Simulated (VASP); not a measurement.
# CoO (Pm-3m) in VASP: notebook

CoO is run at these levels: PBEsol; tasks: single point, relaxation of cell and atoms.

All numbers are computed with VASP 6.6.1; they aren't measurements. Logs are shortened: lines on timing, memory, paths and dates and some standing lists are left out, and cuts for length are marked.

## (1) The cell of the first run

The structure is cubic, space group Pm-3m (No. 221). The conventional cell has a = 2.572 Å, b = 2.572 Å, c = 2.572 Å, α = 90.00°, β = 90.00°, γ = 90.00°. Co (site symmetry m-3m) has 8 O at 2.23 Å and 6 Co at 2.57 Å within 2.9 Å. O (site symmetry m-3m) has 8 Co at 2.23 Å and 6 O at 2.57 Å within 2.9 Å.

## (2) Single point, PBEsol, non-collinear spin, typed start, spin-orbit coupling

Contents of INCAR:

```
  ALGO = Normal
  EDIFF = 1E-6
  ENCUT = 520
  GGA = PS
  GGA_COMPAT = False
  ISIF = 2
  ISMEAR = 0
  LASPH = True
  LCHARG = False
  LMAXMIX = 4
  LNONCOLLINEAR = True
  LORBIT = 11
  LORBMOM = True
  LREAL = False
  LSORBIT = True
  LWAVE = False
  MAGMOM = 1.732 1.732 1.732 0 0 0
  NBANDS = 27
  NELM = 150
  PREC = Accurate
  SIGMA = 0.1
```

Contents of KPOINTS:

```
k-points
0
Gamma
  16 16 16
```

Contents of POSCAR:

```
CoO
1.0
    2.5724609762      0.0000000000      0.0000000000
    0.0000000000      2.5724609762      0.0000000000
    0.0000000000      0.0000000000      2.5724609762
Co O
1 1
Direct
    0.0000000000      0.0000000000      0.0000000000
    0.5000000000      0.5000000000      0.5000000000
```

Potentials or basis: VASP PAW PBE potentials, release 64 (Co, O).

On the command line:

```bash
> cat potpaw_PBE.64/Co/POTCAR potpaw_PBE.64/O/POTCAR > POTCAR
> mpirun -np 1 vasp_ncl > vasp.out
```

OUTCAR:

```text
EDIFF = 1E-6
   ENCUT = 520
   GGA = PS
   ISIF = 2
   ISMEAR = 0
   LASPH = True
   LNONCOLLINEAR = True
   LORBIT = 11
   LREAL = False
   LSORBIT = True
   NELM = 150
   PREC = Accurate

 ion  position               nearest neighbor table
   1  0.000  0.000  0.000-   2 2.23   2 2.23   2 2.23   2 2.23   2 2.23   2 2.23   2 2.23   2 2.23

   2  0.500  0.500  0.500-   1 2.23   1 2.23   1 2.23   1 2.23   1 2.23   1 2.23   1 2.23   1 2.23

  LATTYP: Found a simple cubic cell.
 ALAT       =     2.5724609762

  Lattice vectors:

 A1 = (   2.5724609762,   0.0000000000,   0.0000000000)
 A2 = (   0.0000000000,   2.5724609762,   0.0000000000)
 A3 = (   0.0000000000,   0.0000000000,   2.5724609762)

Analysis of symmetry for initial positions (statically):
=====================================================================
 Subroutine PRICEL returns:
 Original cell was already a primitive cell.

 Routine SETGRP: Setting up the symmetry group for a
 simple cubic supercell.

 Subroutine GETGRP returns: Found 48 space group operations
 (whereof 48 operations were pure point group operations)
 out of a pool of 48 trial point group operations.

The static configuration has the point symmetry O_h .

Analysis of symmetry for dynamics (positions and initial velocities):
=====================================================================
 Subroutine PRICEL returns:
 Original cell was already a primitive cell.

 Routine SETGRP: Setting up the symmetry group for a
 simple cubic supercell.

 Subroutine GETGRP returns: Found 48 space group operations
 (whereof 48 operations were pure point group operations)
 out of a pool of 48 trial point group operations.

The dynamic configuration has the point symmetry O_h .

Analysis of structural, dynamic, and magnetic symmetry:
=====================================================================
 Subroutine PRICEL returns:
 Original cell was already a primitive cell.

 Routine SETGRP: Setting up the symmetry group for a
 simple cubic supercell.

 Subroutine GETGRP returns: Found  6 space group operations
 (whereof  6 operations were pure point group operations)
 out of a pool of 48 trial point group operations.

The overall configuration has the point symmetry S_6 .

 Subroutine INISYM returns: Found  6 space group operations
 (whereof  6 operations are pure point group operations),
 and found     1 'primitive' translations

----------------------------------------------------------------------------------------

                                     Primitive cell

  volume of cell :      17.0234

  direct lattice vectors                    reciprocal lattice vectors
     2.572460976  0.000000000  0.000000000     0.388732816  0.000000000  0.000000000
     0.000000000  2.572460976  0.000000000     0.000000000  0.388732816  0.000000000
     0.000000000  0.000000000  2.572460976     0.000000000  0.000000000  0.388732816

  length of vectors
     2.572460976  2.572460976  2.572460976     0.388732816  0.388732816  0.388732816

  position of ions in fractional coordinates (direct lattice)
     0.000000000  0.000000000  0.000000000
     0.500000000  0.500000000  0.500000000

  ion indices of the primitive-cell ions
   primitive index   ion index
                 1           1
                 2           2

----------------------------------------------------------------------------------------

 KPOINTS: k-points

Automatic generation of k-mesh.
 Grid dimensions read from file:
 generate k-points for:   16   16   16

 Generating k-lattice:

  Cartesian coordinates                     Fractional coordinates (reciprocal lattice)
[... 91 lines left out ...]
 Gauss-broadening in eV      SIGMA  =   0.10
  energy-cutoff  :      520.00
  volume of cell :       17.02
 maximum number of plane-waves:       960
   NGX =  9   NGY =  9   NGZ =  9

 number of electron      15.0000020 magnetization       1.7285695      1.7285695      1.7285695

 Free energy of the ion-electron system (eV)
  ---------------------------------------------------
  ext. energy  EPLUGINS =         0.00000000
  ---------------------------------------------------
  free energy    TOTEN  =       -13.42142562 eV

  energy without entropy =      -13.41195903  energy(sigma->0) =      -13.41669232

 E-fermi :   9.2507     XC(G=0): -13.5273

 val. band max:        9.2470851262   @ k =  -0.1250   0.3125   0.3125
 cond. band min:       9.2511669903   @ k =   0.3750   0.3750   0.2500
 fundamental gap:      0.0040818641
 Fermi energy:         9.2506550406

 k-point     1 :       0.0000    0.0000    0.0000
  band No.  band energies     occupation
      1     -11.5098      1.00000
      2     -10.7949      1.00000
      3       4.7757      1.00000
      4       4.7757      1.00000
      5       6.2489      1.00000
      6       6.2669      1.00000
[... 709 lines left out ...]
     26      28.1938      0.00000
     27      28.4051      0.00000

 [... further k-points ...]

------------------------ aborting loop because EDIFF is reached ----------------------------------------

  FORCE on cell =-STRESS in cart. coord.  units (eV):
  Direction    XX          YY          ZZ          XY          YZ          ZX
  --------------------------------------------------------------------------------------
  -------------------------------------------------------------------------------------
  Total       -0.0439057     -0.0439057     -0.0439057     -0.0008649     -0.0008649     -0.0008649
  in kB       -4.1322380     -4.1322380     -4.1322380     -0.0814003     -0.0814003     -0.0814003
  external PRESSURE =      -4.1322380 kB  Pullay stress =       0.0000000 kB

 VOLUME and BASIS-vectors are now :
 -----------------------------------------------------------------------------
  energy-cutoff  :      520.00
  volume of cell :       17.02
      direct lattice vectors                 reciprocal lattice vectors
     2.572460976  0.000000000  0.000000000     0.388732816  0.000000000  0.000000000
     0.000000000  2.572460976  0.000000000     0.000000000  0.388732816  0.000000000
     0.000000000  0.000000000  2.572460976     0.000000000  0.000000000  0.388732816

 POSITION                                       TOTAL-FORCE (eV/Angst)
 -----------------------------------------------------------------------------------
      0.00000      0.00000      0.00000         0.000000      0.000000      0.000000
      1.28623      1.28623      1.28623         0.000000      0.000000      0.000000
 -----------------------------------------------------------------------------------
    total drift:                                0.000000      0.000000      0.000000

  FREE ENERGIE OF THE ION-ELECTRON SYSTEM (eV)
  ---------------------------------------------------
  free  energy   TOTEN  =       -13.4214256231 eV

  energy  without entropy=      -13.4119590265  energy(sigma->0) =      -13.41669232

 orbital moment (x)

 # of ion     p       d       tot
 ----------------------------------------
  1         0.000   0.080   0.081
  2        -0.001   0.000  -0.001
 ----------------------------------------
           -0.000   0.080   0.080

 orbital moment (y)

 # of ion     p       d       tot
 ----------------------------------------
  1         0.000   0.080   0.081
  2        -0.001   0.000  -0.001
 ----------------------------------------
           -0.000   0.080   0.080

 orbital moment (z)

 # of ion     p       d       tot
 ----------------------------------------
  1         0.000   0.080   0.081
  2        -0.001   0.000  -0.001
 ----------------------------------------
           -0.000   0.080   0.080

 Spin-Orbit-Coupling matrix elements

 Ion:    1  E_soc:     -0.0197478
 l=   1
     0.0000000    -0.0001969    -0.0001969
    -0.0001969     0.0000000    -0.0001969
    -0.0001969    -0.0001969     0.0000000
 l=   2
     0.0000000    -0.0007782     0.0000000    -0.0007782    -0.0023162
    -0.0007782     0.0000000    -0.0017372    -0.0007782    -0.0005790
     0.0000000    -0.0017372     0.0000000    -0.0017371     0.0000000
    -0.0007782    -0.0007782    -0.0017371     0.0000000    -0.0005791
    -0.0023162    -0.0005790     0.0000000    -0.0005791     0.0000000
 l=   3
     0.0000000     0.0000000     0.0000000     0.0000000     0.0000000     0.0000000     0.0000000
     0.0000000     0.0000000     0.0000000     0.0000000     0.0000000     0.0000000     0.0000000
     0.0000000     0.0000000     0.0000000     0.0000000     0.0000000     0.0000000     0.0000000
     0.0000000     0.0000000     0.0000000     0.0000000     0.0000000     0.0000000     0.0000000
     0.0000000     0.0000000     0.0000000     0.0000000     0.0000000     0.0000000     0.0000000
     0.0000000     0.0000000     0.0000000     0.0000000     0.0000000     0.0000000     0.0000000
     0.0000000     0.0000000     0.0000000     0.0000000     0.0000000     0.0000000     0.0000000

 Ion:    2  E_soc:     -0.0000419
 l=   1
     0.0000000    -0.0000070    -0.0000070
    -0.0000070     0.0000000    -0.0000070
    -0.0000070    -0.0000070     0.0000000
 l=   2
     0.0000000     0.0000000     0.0000000     0.0000000     0.0000000
     0.0000000     0.0000000     0.0000000     0.0000000     0.0000000
     0.0000000     0.0000000     0.0000000     0.0000000     0.0000000
     0.0000000     0.0000000     0.0000000     0.0000000     0.0000000
     0.0000000     0.0000000     0.0000000     0.0000000     0.0000000
 l=   3
     0.0000000     0.0000000     0.0000000     0.0000000     0.0000000     0.0000000     0.0000000
     0.0000000     0.0000000     0.0000000     0.0000000     0.0000000     0.0000000     0.0000000
     0.0000000     0.0000000     0.0000000     0.0000000     0.0000000     0.0000000     0.0000000
     0.0000000     0.0000000     0.0000000     0.0000000     0.0000000     0.0000000     0.0000000
     0.0000000     0.0000000     0.0000000     0.0000000     0.0000000     0.0000000     0.0000000
     0.0000000     0.0000000     0.0000000     0.0000000     0.0000000     0.0000000     0.0000000
     0.0000000     0.0000000     0.0000000     0.0000000     0.0000000     0.0000000     0.0000000

 total charge

# of ion       s       p       d       tot
------------------------------------------
    1        0.314   0.390   7.196   7.900
    2        1.577   3.347   0.000   4.924
--------------------------------------------------
tot          1.890   3.737   7.196  12.823

 magnetization (x)

# of ion       s       p       d       tot
------------------------------------------
    1       -0.001   0.003   1.429   1.431
    2        0.012   0.252   0.000   0.264
--------------------------------------------------
tot          0.011   0.254   1.429   1.694

 magnetization (y)

# of ion       s       p       d       tot
------------------------------------------
    1       -0.001   0.003   1.429   1.431
    2        0.012   0.252   0.000   0.264
--------------------------------------------------
tot          0.011   0.254   1.429   1.694

 magnetization (z)

# of ion       s       p       d       tot
------------------------------------------
    1       -0.001   0.003   1.429   1.431
    2        0.012   0.252   0.000   0.264
--------------------------------------------------
tot          0.011   0.254   1.429   1.694
```

Wall time 31 min (1 thread of Intel Xeon Platinum 8488C (Sapphire Rapids), shared host); peak memory 0.54 GiB.

What came out:

```yaml
Free_energy: -13.4214 eV
Pressure: -0.4 GPa
Net_moment: 2.99 μB per cell
Valence_electrons_inside_the_program's_atomic_spheres: Co 7.90; O 4.92
```

Moments on the atoms (μB; x, y, z):
```
Co  1.43 1.43 1.43
O   0.26 0.26 0.26
```

Caveat: the PAW data sets were made with another functional, which shifts forces and pressure a little; a cell with one magnetic atom can't hold antiferromagnetic order, which such compounds often take.

## (3) Single point, PBEsol, collinear spin, antiferromagnetic start

This run uses another cell than the first one: it holds 4 atoms, not 2.

Contents of INCAR:

```
SYSTEM = CoO
PREC     = Accurate       ! precision mode
ENCUT    = 520            ! plane-wave cutoff, eV
EDIFF    = 1E-6           ! SCF threshold, eV
ISMEAR   = 0              ! smearing method
SIGMA    = 0.1            ! smearing width, eV
LREAL    = .False.        ! projectors in reciprocal space
LASPH    = .True.         ! aspherical terms in the spheres
NELM     = 150            ! most SCF steps
ALGO     = Normal         ! electronic algorithm
ISIF     = 2              ! what is computed and relaxed
LWAVE    = .False.        ! write WAVECAR
LCHARG   = .False.        ! write CHGCAR
ISPIN    = 2              ! spin polarisation
MAGMOM   = 3 -3 0 0       ! initial moments
LORBIT   = 11             ! projections on sites
LMAXMIX  = 4              ! l up to which the mixer works
GGA      = PS             ! functional
NBANDS   = 27             ! bands
```

Contents of KPOINTS:

```
Automatic mesh
0
Gamma
  16 16 8
  0 0 0
```

Contents of POSCAR:

```
CoO
1.0
    2.5724608895      0.0000000000      2.5724608895
    0.0000000000      2.5724608895      2.5724608895
    0.0000000000      0.0000000000      5.1449217790
Co O
2 2
Direct
    0.0000000000      0.0000000000      0.0000000000
    0.0000000000      0.0000000000      0.5000000000
    0.5000000000      0.5000000000      0.7500000000
    0.5000000000      0.5000000000      0.2500000000
```

Potentials or basis: VASP PAW PBE potentials, release 64 (Co, O).

On the command line:

```bash
> cat potpaw_PBE.64/Co/POTCAR potpaw_PBE.64/O/POTCAR > POTCAR
> mpirun -np 1 vasp_std > vasp.out
```

It took 1.9 min on 1 thread of Intel Xeon 6975P-C (Granite Rapids), shared host; peak memory 0.27 GiB.

It converged, with:

```yaml
Free_energy: -26.8710 eV
Pressure: -2.2 GPa
Band_gap_on_the_k_mesh: 0.14 eV
Net_moment: 0.00 μB per cell
Site_moments: Co +2.30, -2.30; O +0.00 μB
Valence_electrons_inside_the_program's_atomic_spheres: Co 7.92; O 4.92
```

Levels at points of the mesh, in eV from the valence-band top:
Spin up:
```tsv
k point	band 12	band 13	band 14	band 15	band 16	band 17	band 18	band 19
(0.00, 0.00, 0.00)	-1.51	-1.51	0.00	0.00	1.22	1.63	1.63	1.63
(0.50, 0.00, 0.00)	-1.80	-1.80	-0.23	-0.01	0.23	1.20	1.20	6.44
(0.00, 0.00, 0.50)	-1.05	-1.05	-0.90	-0.90	0.14	1.19	1.19	6.07
```
Spin down:
| k point | band 12 | band 13 | band 14 | band 15 | band 16 | band 17 | band 18 | band 19 |
| --- | --- | --- | --- | --- | --- | --- | --- | --- |
| (0.00, 0.00, 0.00) | -1.51 | -1.51 | 0.00 | 0.00 | 1.22 | 1.63 | 1.63 | 1.63 |
| (0.50, 0.00, 0.00) | -1.80 | -1.80 | -0.23 | -0.01 | 0.23 | 1.20 | 1.20 | 6.44 |
| (0.00, 0.00, 0.50) | -1.05 | -1.05 | -0.90 | -0.90 | 0.14 | 1.19 | 1.19 | 6.07 |

Caveat: the PAW data sets were made with another functional, which shifts forces and pressure a little. A k mesh can miss the band edges.

## (4) Relaxation of cell and atoms, PBEsol, collinear spin, ferromagnetic start

This run uses another cell than the first one, of 8.37 Å³/atom.

Contents of INCAR:

```
PREC     = Accurate       # precision mode
ENCUT    = 600            # plane-wave cutoff, eV
EDIFF    = 1E-7           # SCF threshold, eV
ISMEAR   = 0              # smearing method
SIGMA    = 0.1            # smearing width, eV
LREAL    = F              # projectors in reciprocal space
LASPH    = T              # aspherical terms in the spheres
NELM     = 150            # most SCF steps
ALGO     = Normal         # electronic algorithm
ISIF     = 3              # what is computed and relaxed
LWAVE    = F              # write WAVECAR
LCHARG   = F              # write CHGCAR
ISPIN    = 2              # spin polarisation
MAGMOM   = 2.71 0.54      # initial moments
LORBIT   = 11             # projections on sites
LMAXMIX  = 4              # l up to which the mixer works
GGA      = PS             # functional
IBRION   = 2              # ionic algorithm
NSW      = 100            # ionic steps
EDIFFG   = -0.01          # ionic threshold
```

Contents of KPOINTS:

```
regular mesh
0
Gamma
  16 16 16
```

Contents of POSCAR:

```
CoO
1.0
    2.5580026086      0.0000000000      0.0000000000
    0.0000000000      2.5580026086      0.0000000000
    0.0000000000      0.0000000000      2.5580026086
Co O
1 1
Direct
    0.0000000000      0.0000000000      0.0000000000
    0.5000000000      0.5000000000      0.5000000000
```

On the command line:

```bash
> cat potpaw_PBE.64/Co/POTCAR potpaw_PBE.64/O/POTCAR > POTCAR
> mpirun -np 1 vasp_std > vasp.out
```

It took 71 s on 1 thread of Intel Xeon 6975P-C (Granite Rapids), shared host; peak memory 0.19 GiB.

The run converged. Its results:

```yaml
Free_energy: -13.4119 eV
Relaxed_volume: 8.49 Å³/atom
Relaxed_cell: a = 2.570 Å, b = 2.570 Å, c = 2.570 Å, α = 90.00°, β = 90.00°, γ = 90.00°
Space_group_after_relaxing_to_0.1_Å: Pm-3m (No. 221)
Energy_gained_by_relaxing: 1.3 meV/atom
Ionic_steps: 3
Pressure_after_relaxing: 0.1 GPa
Band_gap_on_the_k_mesh: zero (filled and empty bands overlap)
Net_moment: 3.00 μB per cell
Site_moments: Co +2.48; O +0.46 μB
Valence_electrons_inside_the_program's_atomic_spheres: Co 7.90; O 4.92
```

Step by step:
```csv
step,energy change (eV),largest force (eV/Å),pressure (GPa),volume (Å³)
1,0.0000,0.0000,3.44,16.74
2,-0.0009,0.0000,-2.60,17.18
3,-0.0026,0.0000,0.07,16.98
```

Final structure:
```xyz
2
Lattice="2.5703 0.0000 0.0000 0.0000 2.5703 0.0000 0.0000 0.0000 2.5703" Properties=species:S:1:pos:R:3 pbc="T T T"
Co    0.0000    0.0000    0.0000
O     1.2851    1.2851    1.2851
```

Levels at points of the mesh, in eV from the Fermi level:
Spin up:
```
           k point  band 6  band 7  band 8  band 9  band 10  band 11  band 12  band 13
(0.00, 0.00, 0.00)   -2.99   -2.42   -2.42   -2.42     1.02    15.65    15.65    20.63
(0.50, 0.00, 0.00)   -2.33   -1.55   -0.22   -0.22     6.42     8.48    16.40    18.04
(0.50, 0.50, 0.00)   -3.05   -3.05   -2.01   -1.51     5.92    11.52    11.52    17.14
(0.50, 0.50, 0.50)   -1.47   -0.17   -0.17   -0.17     6.78     6.78     6.78    15.46
```
Spin down:
| k point | band 3 | band 4 | band 5 | band 6 | band 7 | band 8 | band 9 | band 10 |
| --- | --- | --- | --- | --- | --- | --- | --- | --- |
| (0.00, 0.00, 0.00) | -2.65 | -2.13 | -2.13 | -2.13 | 0.48 | 0.48 | 0.48 | 1.75 |
| (0.50, 0.00, 0.00) | -3.15 | -3.15 | -2.17 | 0.59 | 0.63 | 1.92 | 1.92 | 6.93 |
| (0.50, 0.50, 0.00) | -6.04 | -2.24 | -1.09 | -0.44 | -0.31 | -0.31 | 0.85 | 7.03 |
| (0.50, 0.50, 0.50) | -6.57 | -6.57 | 0.90 | 0.90 | 2.24 | 2.24 | 2.24 | 7.17 |

Caveat: the PAW data sets were made with another functional, which shifts forces and pressure a little; a cell with one magnetic atom can't hold antiferromagnetic order, which such compounds often take; semilocal functionals often make such compounds metallic where correlation or magnetic order opens a gap, which also shifts bond lengths.

## (5) Overview

| task | spin | cell | k mesh | cutoff (eV) | gap on the mesh (eV) | pressure (GPa) | moment (μB) |
| --- | --- | --- | --- | --- | --- | --- | --- |
| single point | non-collinear, typed start, SOC | a = 2.572 Å, 2 atoms, atomic positions A | 16 × 16 × 16 | 520 | - | -0.4 | 2.99 |
| single point | collinear, antiferromagnetic start | a = 3.638, b = 3.638, c = 5.145 Å, angles 45.0, 45.0, 60.0°, 4 atoms, atomic positions B | 16 × 16 × 8 | 520 | 0.14 | -2.2 | 0.00 |
| relaxation of cell and atoms | collinear, ferromagnetic start | relaxed from a = 2.558 Å, 2 atoms, atomic positions A | 16 × 16 × 16 | 600 | none | 0.1 | 3.00 |

Alike in all rows: level PBEsol; potentials or basis VASP PAW PBE potentials, release 64 (Co, O); smearing gaussian 0.1 eV.

Caveats: the PAW data sets were made with another functional, which shifts forces and pressure a little; a cell with one magnetic atom can't hold antiferromagnetic order, which such compounds often take (at least some runs); semilocal functionals often make such compounds metallic where correlation or magnetic order opens a gap, which also shifts bond lengths (at least some runs).

Total energies depend on the potentials used, so only differences within one code and one set of settings carry meaning.
